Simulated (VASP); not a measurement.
# Tl (Pm-3n) in VASP: single point with PBEsol

Aim: the single point of Tl with PBEsol.

All numbers are computed with VASP 6.6.1; they aren't measurements. Logs are shortened: lines on timing, memory, paths and dates and some standing lists are left out, and cuts for length are marked.

### Step 1. The cell of the first run

Symmetry: Pm-3n, No. 223, cubic system. The conventional cell has a = 6.140 Å, b = 6.140 Å, c = 6.140 Å, α = 90.00°, β = 90.00°, γ = 90.00°. Tl (site symmetry m-3) has 12 Tl at 3.43 Å within 4.5 Å. Tl (site symmetry -4m2) has 14 Tl at 3.07 to 3.76 Å within 4.0 Å.

### Step 2. Single point, PBEsol

Input file INCAR:

```
PREC = Accurate
ENCUT = 520
EDIFF = 1E-7
ISMEAR = -1
SIGMA = 0.1
LREAL = F
LASPH = T
NELM = 80
ALGO = Normal
ISIF = 2
LWAVE = F
LCHARG = T
GGA = PS
LELF = T
LVHAR = T
NBANDS = 62
```

Input file KPOINTS:

```
Automatic mesh
0
Gamma
  6 6 6
```

Input file POSCAR:

```
Tl
1.0
    6.1398525194      0.0000000000      0.0000000000
    0.0000000000      6.1398525194      0.0000000000
    0.0000000000      0.0000000000      6.1398525194
Tl
8
Direct
    1.0000000000      0.0000000000      1.0000000000
    0.5000000000      0.5000000000      0.5000000000
    0.2500000000      1.0000000000      0.5000000000
    0.7500000000      1.0000000000      0.5000000000
    0.5000000000      0.2500000000      1.0000000000
    0.5000000000      0.7500000000      1.0000000000
    0.0000000000      0.5000000000      0.2500000000
    0.0000000000      0.5000000000      0.7500000000
```

Potentials or basis: VASP PAW PBE potentials, release 64 (Tl_d).

Started as:

```sh
$ cat potpaw_PBE.64/Tl_d/POTCAR > POTCAR
$ mpirun -np 1 vasp_std > vasp.out
```

OUTCAR:

```text
PREC = Accurate
   ENCUT = 520
   EDIFF = 1E-7
   ISMEAR = -1
   LREAL = F
   LASPH = T
   NELM = 80
   ISIF = 2
   GGA = PS

 ion  position               nearest neighbor table
   1  0.000  0.000  0.000-   3 3.43   4 3.43   5 3.43   6 3.43   7 3.43   8 3.43   3 3.43   4 3.43
                             7 3.43   8 3.43   5 3.43   6 3.43
   2  0.500  0.500  0.500-   3 3.43   4 3.43   5 3.43   6 3.43   7 3.43   8 3.43   5 3.43   6 3.43
                             3 3.43   4 3.43   7 3.43   8 3.43
   3  0.250  0.000  0.500-   4 3.07   4 3.07   1 3.43   1 3.43   2 3.43   2 3.43   8 3.76   7 3.76
                             8 3.76   7 3.76   6 3.76   5 3.76   5 3.76   6 3.76
   4  0.750  0.000  0.500-   3 3.07   3 3.07   1 3.43   1 3.43   2 3.43   2 3.43   8 3.76   7 3.76
                             8 3.76   7 3.76   6 3.76   5 3.76   5 3.76   6 3.76
   5  0.500  0.250  0.000-   6 3.07   6 3.07   1 3.43   2 3.43   2 3.43   1 3.43   8 3.76   7 3.76
                             7 3.76   8 3.76   3 3.76   4 3.76   3 3.76   4 3.76
   6  0.500  0.750  0.000-   5 3.07   5 3.07   1 3.43   2 3.43   2 3.43   1 3.43   8 3.76   7 3.76
                             7 3.76   8 3.76   3 3.76   4 3.76   3 3.76   4 3.76
   7  0.000  0.500  0.250-   8 3.07   8 3.07   1 3.43   2 3.43   1 3.43   2 3.43   3 3.76   4 3.76
                             5 3.76   3 3.76   4 3.76   6 3.76   5 3.76   6 3.76
   8  0.000  0.500  0.750-   7 3.07   7 3.07   1 3.43   2 3.43   1 3.43   2 3.43   3 3.76   4 3.76
                             5 3.76   3 3.76   4 3.76   6 3.76   5 3.76   6 3.76

  LATTYP: Found a simple cubic cell.
 ALAT       =     6.1398525194

  Lattice vectors:

 A1 = (   6.1398525194,   0.0000000000,   0.0000000000)
 A2 = (   0.0000000000,   6.1398525194,   0.0000000000)
 A3 = (   0.0000000000,   0.0000000000,   6.1398525194)

Analysis of symmetry for initial positions (statically):
=====================================================================
 Subroutine PRICEL returns:
 Original cell was already a primitive cell.

 Routine SETGRP: Setting up the symmetry group for a
 simple cubic supercell.

 Subroutine GETGRP returns: Found 48 space group operations
 (whereof 24 operations were pure point group operations)
 out of a pool of 48 trial point group operations.

The static configuration has the point symmetry T_h .
 The point group associated with its full space group is O_h .

Analysis of symmetry for dynamics (positions and initial velocities):
=====================================================================
 Subroutine PRICEL returns:
 Original cell was already a primitive cell.

 Routine SETGRP: Setting up the symmetry group for a
 simple cubic supercell.

 Subroutine GETGRP returns: Found 48 space group operations
 (whereof 24 operations were pure point group operations)
 out of a pool of 48 trial point group operations.

The dynamic configuration has the point symmetry T_h .
 The point group associated with its full space group is O_h .

 Subroutine INISYM returns: Found 48 space group operations
 (whereof 24 operations are pure point group operations),
 and found     1 'primitive' translations

----------------------------------------------------------------------------------------

                                     Primitive cell

  volume of cell :     231.4589

  direct lattice vectors                    reciprocal lattice vectors
     6.139852519  0.000000000  0.000000000     0.162870362  0.000000000  0.000000000
     0.000000000  6.139852519  0.000000000     0.000000000  0.162870362  0.000000000
     0.000000000  0.000000000  6.139852519     0.000000000  0.000000000  0.162870362

  length of vectors
     6.139852519  6.139852519  6.139852519     0.162870362  0.162870362  0.162870362

  position of ions in fractional coordinates (direct lattice)
     0.000000000  0.000000000  0.000000000
     0.500000000  0.500000000  0.500000000
     0.250000000  0.000000000  0.500000000
     0.750000000  0.000000000  0.500000000
     0.500000000  0.250000000  0.000000000
     0.500000000  0.750000000  0.000000000
     0.000000000  0.500000000  0.250000000
     0.000000000  0.500000000  0.750000000

  ion indices of the primitive-cell ions
   primitive index   ion index
                 1           1
                 2           2
                 3           3
                 4           4
                 5           5
                 6           6
                 7           7
                 8           8

----------------------------------------------------------------------------------------

 KPOINTS: Automatic mesh

Automatic generation of k-mesh.
 Grid dimensions read from file:
 generate k-points for:    6    6    6

 Generating k-lattice:

  Cartesian coordinates                     Fractional coordinates (reciprocal lattice)
     0.027145060  0.000000000  0.000000000     0.166666667  0.000000000  0.000000000
     0.000000000  0.027145060  0.000000000     0.000000000  0.166666667  0.000000000
     0.000000000  0.000000000  0.027145060     0.000000000  0.000000000  0.166666667

  Length of vectors
     0.027145060  0.027145060  0.027145060

  Shift w.r.t. Gamma in fractional coordinates (k-lattice)
     0.000000000  0.000000000  0.000000000

 Subroutine IBZKPT returns following result:
 ===========================================

 Found     20 irreducible k-points:

 Following reciprocal coordinates:
            Coordinates               Weight
  0.000000  0.000000  0.000000      1.000000
  0.166667  0.000000  0.000000      6.000000
  0.333333  0.000000  0.000000      6.000000
  0.500000  0.000000  0.000000      3.000000
  0.166667  0.166667  0.000000     12.000000
  0.333333  0.166667  0.000000     24.000000
[... 12 lines left out ...]
  0.500000  0.500000  0.333333      6.000000
  0.500000  0.500000  0.500000      1.000000
   k-points           NKPTS =     20   k-points in BZ     NKDIM =     20   number of bands    NBANDS=     62
   number of dos      NEDOS =    301   number of ions     NIONS =      8
   total plane-waves  NPLWV = 110592
   dimension x,y,z NGX =    48 NGY =   48 NGZ =   48
   dimension x,y,z NGXF=    96 NGYF=   96 NGZF=   96
   ions per type =               8
   NGX,Y,Z   is equivalent  to a cutoff of  13.00, 13.00, 13.00 a.u.
   NGXF,Y,Z  is equivalent  to a cutoff of  25.99, 25.99, 25.99 a.u.
 SYSTEM =  unknown system
   PREC   = accura    normal or accurate (medium, high low for compatibility)
   ISTART =      0    job   : 0-new  1-cont  2-samecut
   ICHARG =      2    charge: 1-file 2-atom 10-const
   ISPIN  =      1    spin polarized calculation?
   LNONCOLLINEAR =      F non collinear calculations
   LSORBIT =      F    spin-orbit coupling
   LASPH  =      T    aspherical Exc in radial PAW
   ENCUT  =  520.0 eV  38.22 Ry    6.18 a.u.  11.42 11.42 11.42*2*pi/ulx,y,z
   NELM   =     80;   NELMIN=  2; NELMDL= -5     # of ELM steps
   EDIFF  = 0.1E-06   stopping-criterion for ELM
   LREAL  =      F    real-space projection
   EDIFFG = 0.1E-05   stopping-criterion for IOM
   NSW    =      0    number of steps for IOM
   IBRION =     -1    ionic relax: 0-MD 1-quasi-New 2-CG
   NFREE  =      0    steps in history (QN), initial steepest desc. (CG)
   ISIF   =      2    stress and relaxation
   ISYM   =      2    0-nonsym 1-usesym 2-fastsym
   POTIM  = 0.5000    time-step for ionic-motion
   TEBEG  =    0.0;   TEEND  =   0.0 temperature during run
   PSTRESS=    0.0 pullay stress
   NELECT =     104.0000    total number of electrons
   NUPDOWN=      -1.0000    fix difference up-down
   EMIN   =  10.00;   EMAX   =-10.00  energy-range for DOS
   EFERMI =   0.00;   METHOD = LEGACY
   ISMEAR =    -1;   SIGMA  =   0.10  broadening in eV -4-tet -1-fermi 0-gaus
   EFERMI_NEDOS =   21; number of points for ismear=-14 and -15
   IALGO  =     38    algorithm
   IMIX   =      4    mixing-type and parameters
     AMIX     =   0.40;   BMIX     =  1.00
     AMIX_MAG =   1.60;   BMIX_MAG =  1.00
  volume/ion in A,a.u.               =      28.93       195.25
  Fermi-wavevector in a.u.,A,eV,Ry     =   1.253895  2.369519 21.391813  1.572254
  Thomas-Fermi vector in A             =   2.387726
   LORBIT       =      0    0 simple, 1 ext, 2 COOP (PROOUT), +10 PAW based schemes
   GGA     = PS    functional components
   LHFCALC =     F    Hartree Fock is set to
   AEXX    =    0.0000 exact exchange contribution
   IVDW    =     0    specifies the selected vdW correction
   LEPSILON=     F    determine dielectric tensor
   LRPA    =     F    only Hartree local field effects (RPA)
 non-spin polarized calculation
  energy-cutoff  :      520.00
  volume of cell :      231.46
 maximum number of plane-waves:      6302
 NGX is ok and might be reduce to    48
   NGX = 23   NGY = 23   NGZ = 23

 number of electron     104.0000005 magnetization

 Free energy of the ion-electron system (eV)
  ---------------------------------------------------
  ext. energy  EPLUGINS =         0.00000000
  ---------------------------------------------------
  free energy    TOTEN  =       -20.76012503 eV

  energy without entropy =      -20.59343046  energy(sigma->0) =      -20.67677774

 E-fermi :   6.2563     XC(G=0): -10.2995

 val. band max:        6.2491963556   @ k =   0.3333   0.1667   0.0000
 cond. band min:       6.3093340694   @ k =   0.5000   0.3333   0.0000
 fundamental gap:      0.0601377138
 Fermi energy:         6.2562594559

 k-point     1 :       0.0000    0.0000    0.0000
  band No.  band energies     occupation
      1      -5.8062      2.00000
      2      -5.8062      2.00000
      3      -5.7829      2.00000
      4      -5.4766      2.00000
      5      -5.4766      2.00000
      6      -5.4766      2.00000
[... 54 lines left out ...]
     61      10.7846      0.00000
     62      10.7846      0.00000

 k-point     2 :       0.1667    0.0000    0.0000
  band No.  band energies     occupation
      1      -5.8034      2.00000
      2      -5.7897      2.00000
      3      -5.7205      2.00000
      4      -5.5133      2.00000
      5      -5.4597      2.00000
      6      -5.4597      2.00000
[... 1169 lines left out ...]
      6      -5.3822      2.00000
[... 54 lines left out ...]
     61      10.4337      0.00000
     62      10.4337      0.00000

------------------------ aborting loop because EDIFF is reached ----------------------------------------

  FORCE on cell =-STRESS in cart. coord.  units (eV):
  Direction    XX          YY          ZZ          XY          YZ          ZX
  --------------------------------------------------------------------------------------
  -------------------------------------------------------------------------------------
  Total        0.2398527      0.2398527      0.2398527      0.0000000     -0.0000000      0.0000000
  in kB        1.6602799      1.6602799      1.6602799      0.0000000     -0.0000000      0.0000000
  external PRESSURE =       1.6602799 kB  Pullay stress =       0.0000000 kB

 VOLUME and BASIS-vectors are now :
 -----------------------------------------------------------------------------
  energy-cutoff  :      520.00
  volume of cell :      231.46
      direct lattice vectors                 reciprocal lattice vectors
     6.139852519  0.000000000  0.000000000     0.162870362  0.000000000  0.000000000
     0.000000000  6.139852519  0.000000000     0.000000000  0.162870362  0.000000000
     0.000000000  0.000000000  6.139852519     0.000000000  0.000000000  0.162870362

 POSITION                                       TOTAL-FORCE (eV/Angst)
 -----------------------------------------------------------------------------------
      0.00000      0.00000      0.00000         0.000000      0.000000      0.000000
      3.06993      3.06993      3.06993         0.000000      0.000000      0.000000
      1.53496      0.00000      3.06993         0.000000     -0.000000      0.000000
      4.60489      0.00000      3.06993        -0.000000     -0.000000     -0.000000
      3.06993      1.53496      0.00000        -0.000000      0.000000     -0.000000
      3.06993      4.60489      0.00000         0.000000     -0.000000     -0.000000
      0.00000      3.06993      1.53496         0.000000     -0.000000      0.000000
      0.00000      3.06993      4.60489        -0.000000      0.000000      0.000000
 -----------------------------------------------------------------------------------
    total drift:                                0.000000     -0.000000      0.000000

  FREE ENERGIE OF THE ION-ELECTRON SYSTEM (eV)
  ---------------------------------------------------
  free  energy   TOTEN  =       -20.7601250259 eV

  energy  without entropy=      -20.5934304620  energy(sigma->0) =      -20.67677774
```

Run time: 2.4 min. Hardware: 1 thread of AMD EPYC 9R45 (Zen 5), shared host; peak memory 0.41 GiB.

What came out:

```
Free energy            : -20.7601 eV
Pressure               : 0.2 GPa
Band gap on the k mesh : zero (bands 52 and 53 overlap by 2.62 eV)
```

Caveat: the PAW data sets were made with another functional, which shifts forces and pressure a little; spin-orbit coupling is left out, which moves the levels of the heavy elements.

The gap in the log of VASP goes by the Fermi energy; the results here count the filled bands.